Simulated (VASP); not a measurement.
A run of VASP 6.6.1 is set up as follows.

Contents of INCAR:

```
SYSTEM = Re
ALGO = Fast
EDIFF = 1E-7
ENCUT = 520
GGA = PE
ISIF = 2
ISMEAR = 0
LASPH = .TRUE.
LCHARG = .TRUE.
LELF = .TRUE.
LREAL = .FALSE.
LVHAR = .TRUE.
LWAVE = .FALSE.
NBANDS = 10
NELM = 60
PREC = Accurate
SIGMA = 0.15
```

Contents of KPOINTS:

```
k-points
0
G
  10 10 10
  0 0 0
```

Contents of POSCAR:

```
Re
1.0
    0.0000000000      1.9592182984      1.8608655398
    1.9592182984      0.0000000000      1.8608655398
    1.9592182984      1.9592182984      0.0000000000
Re
1
Direct
    0.0000000000      0.0000000000      0.0000000000
```

Potentials or basis: VASP PAW PBE potentials, release 64 (Re).

The run is started by

```sh
$ cat potpaw_PBE.64/Re/POTCAR > POTCAR
$ mpirun -np 1 vasp_std > vasp.out
```

Problem. Estimate the pressure.

Solution. 19.7 GPa.

Stress tensor (GPa, compression positive):
```
14.50  0.00  0.00
 0.00 14.50  0.00
 0.00  0.00 30.10
```
